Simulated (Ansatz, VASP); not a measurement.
CdAgC4N4: VASP beside Ansatz

```
Cd Ag C N
1.0
     6.40309    0.00000    0.00000
     0.00000    6.40309    0.00000
     0.00000    0.00000    6.40309
Cd Ag C N
1 1 4 4
Direct
  0.00000 0.00000 0.00000
  0.50000 0.50000 0.50000
  0.19992 0.19992 0.19992
  0.19992 0.80008 0.80008
  0.80008 0.19992 0.80008
  0.80008 0.80008 0.19992
  0.30508 0.30508 0.30508
  0.30508 0.69492 0.69492
  0.69492 0.30508 0.69492
  0.69492 0.69492 0.30508
```

Alike in both runs: functional PBE; k mesh 4 × 4 × 4; occupations gaussian, width 0.1 eV; collinear spin.

Ansatz relaxed the structure, and its values are those at the end. VASP's run is a single point on that final structure, the one shown.

```csv
,VASP,Ansatz
version,VASP 6.6.1,Ansatz 0.2.0
potentials or method,"VASP PAW PBE potentials, release 64 (Cd, Ag, C, N), cutoff 520 eV","scalar-relativistic, plane waves, PAW"
valence electrons in the cell,59,75
```

```csv
,VASP,Ansatz,Ansatz less VASP
gap on the k mesh at the Fermi level (eV),none,none,-
pressure (GPa),0.5,0.1,-0.38
rms of the force components (eV/Å),0.197,0.002,-0.1952
net moment per atom (μB),0.10,0.10,0.000
size of the moment on the site where the two differ most (μB),0.43,0.40,-0.037
```

Site moments also hang on the region over which each program counts them. A gap of «none» marks a metal or a gap that the smearing closes. One of these differences is far larger than is usual between the two programs; its cause wasn't traced. With one functional, cell and mesh, what is left measures potentials, basis and numerics. VASP's potentials hold 59 valence electrons a cell and Ansatz's 75, so a difference there can come from the potentials and not from the codes.

Noted on VASP's run: the standard files for N, O and F lose accuracy on very short bonds.
